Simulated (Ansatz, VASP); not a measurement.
**Ti in VASP and in Ansatz**

The input POSCAR:

```
Ti
1.0
   -1.6738200000      1.6410000000      1.6410000000
    1.6738200000     -1.6410000000      1.6410000000
    1.6738200000      1.6410000000     -1.6410000000
Ti
1
Direct
    0.0000000000      0.0000000000      0.0000000000
```

The input INCAR.step1:

```
PREC = Accurate
ENCUT = 520
ISMEAR = 0
SIGMA = 0.15
LREAL = F
LASPH = T
NELM = 60
NBANDS = 12
GGA = PE
ALGO = Normal
EDIFF = 1E-4
LWAVE = T
LCHARG = F
```

The input INCAR.step2:

```
PREC = Accurate
ENCUT = 520
EDIFF = 1E-7
ISMEAR = 0
SIGMA = 0.15
LREAL = F
LASPH = T
NELM = 60
ALGO = Normal
ISIF = 2
LWAVE = F
LCHARG = F
METAGGA = R2SCAN
LMIXTAU = T
NBANDS = 12
ISTART = 1
```

Contents of KPOINTS:

```
regular mesh
0
Gamma
  20 20 20
```

Input for Ansatz:

```yaml
crystal:
  lattice:
    - [-1.67382, 1.641, 1.641]
    - [1.67382, -1.641, 1.641]
    - [1.67382, 1.641, -1.641]
  atoms:
    - { symbol: Ti, position: [0.0, 0.0, 0.0] }
basis:
  ecutwfc: 500
kpoints:
  mp_grid: { grid: [20, 20, 20] }
hamiltonian:
  xc: r2scan
scf:
  occupations: { method: gaussian, width: 0.15 }
output:
  forces: true
  stress: true
  eigenvalues: true
  write_density: true
  write_potential: true
  elf: true
  volumetric_format: npy
```

Change from the starting cell: strain +0.0200 x Voigt [1, 0, 0, 0, 0, 0], atoms carried along.

Alike in both runs: task single point; functional r2SCAN; k mesh 20 × 20 × 20; occupations gaussian, width 0.15 eV; no spin polarisation.

```csv
,VASP,Ansatz
version,VASP 6.6.1,Ansatz 0.2.0
potentials or method,"VASP PAW PBE potentials, release 64 (Ti_sv), cutoff 520 eV","scalar-relativistic, plane waves, PAW"
valence electrons in the cell,12,12
```

|  | VASP | Ansatz | Ansatz less VASP |
| --- | --- | --- | --- |
| gap on the k mesh at the Fermi level (eV) | none | none | - |
| pressure (GPa) | -4.4 | -4.7 | -0.38 |
| traceless stress, the component that is largest in VASP (GPa) | 0.52 | 0.51 | -0.005 |

VASP's potentials were made for PBE, not for r2SCAN. A gap of «none» marks a metal or a gap that the smearing closes. The functional is the same, so the differences come from potentials, cutoffs and numerics.
